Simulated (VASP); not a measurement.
Here is a VASP 6.6.1 calculation.

File INCAR:

```
SYSTEM = CaSnCl6
PREC = Accurate
ENCUT = 520
EDIFF = 1E-6
ISMEAR = -1
SIGMA = 0.03
LREAL = .False.
LASPH = .True.
NELM = 60
ALGO = Normal
ISIF = 2
LWAVE = .False.
LCHARG = .True.
GGA = PS
LELF = .True.
LVHAR = .True.
NBANDS = 43
```

Contents of KPOINTS:

```
regular mesh
0
Gamma
  4 4 4
  0 0 0
```

POSCAR

```
CaSnCl6
1.0
    3.1937999978      1.8439412884      5.8864797853
   -3.1937999978      1.8439412884      5.8864797853
    0.0000000000     -3.6878825769      5.8864797853
Ca Sn Cl
1 1 6
Direct
    0.5000000000      0.5000000000      0.5000000000
    0.0000000000      0.0000000000      0.0000000000
    0.5974877141      0.9374967915      0.2266019284
    0.9374967915      0.2266019284      0.5974877141
    0.7733980716      0.4025122859      0.0625032085
    0.0625032085      0.7733980716      0.4025122859
    0.4025122859      0.0625032085      0.7733980716
    0.2266019284      0.5974877141      0.9374967915
```

Potentials or basis: VASP PAW PBE potentials, release 64 (Ca_sv, Sn_d, Cl).

Command:

```bash
$ cat potpaw_PBE.64/Ca_sv/POTCAR potpaw_PBE.64/Sn_d/POTCAR potpaw_PBE.64/Cl/POTCAR > POTCAR
$ mpirun -np 1 vasp_std > vasp.out
```

**Question.** What does it give for the pressure?

**Answer.** 0.0 GPa.

**Question.** Predict the largest force.

**Answer.** 0.015 eV/Å.

**Question.** Predict the band gap on the k mesh.

**Answer.** 2.79 eV (least direct gap 2.81 eV).

Forces in eV/Å, atoms in the order of the input:
```
Ca   0.000  0.000  0.000
Sn   0.000  0.000  0.000
Cl  -0.004  0.009  0.011
Cl   0.010 -0.001  0.011
Cl   0.006  0.008 -0.011
Cl  -0.010  0.001 -0.011
Cl   0.004 -0.009 -0.011
Cl  -0.006 -0.008  0.011
```

Caveat: the PAW data sets were made with another functional, which shifts forces and pressure a little; spin-orbit coupling is left out, which moves the levels of the heavy elements. A k mesh can miss the band edges.
